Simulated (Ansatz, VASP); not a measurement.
**Ca3AsP in VASP and in Ansatz**

```xyz
5
Lattice="5.3339 0.0000 0.0000 0.0000 5.3339 0.0000 0.0000 0.0000 5.3339" Properties=species:S:1:pos:R:3 pbc="T T T"
Ca    0.0000    2.6669    2.6669
Ca    2.6669    0.0000    2.6669
Ca    2.6669    2.6669    0.0000
P     2.6669    2.6669    2.6669
As    0.0000    0.0000    0.0000
```

Alike in both runs: task single point; functional revPBE; k mesh 2 × 2 × 2; no spin polarisation.

|  | VASP | Ansatz |
| --- | --- | --- |
| version | VASP 6.6.1 | Ansatz 0.2.0 |
| potentials or method | VASP PAW PBE potentials, release 64 (Ca_sv, P, As), cutoff 520 eV | plane waves, PAW |
| occupations | gaussian, width 0.01 eV | fixed |
| valence electrons in the cell | 40 | 50 |

|  | VASP | Ansatz | Ansatz less VASP |
| --- | --- | --- | --- |
| gap on the k mesh at the Fermi level (eV) | 0.20 | 0.21 | +0.007 |

VASP's potentials were made for PBE, not for revPBE. VASP's potentials hold 40 valence electrons a cell and Ansatz's 50, so a difference there can come from the potentials and not from the codes.

The k mesh is coarse, so the values compare programs but aren't converged.
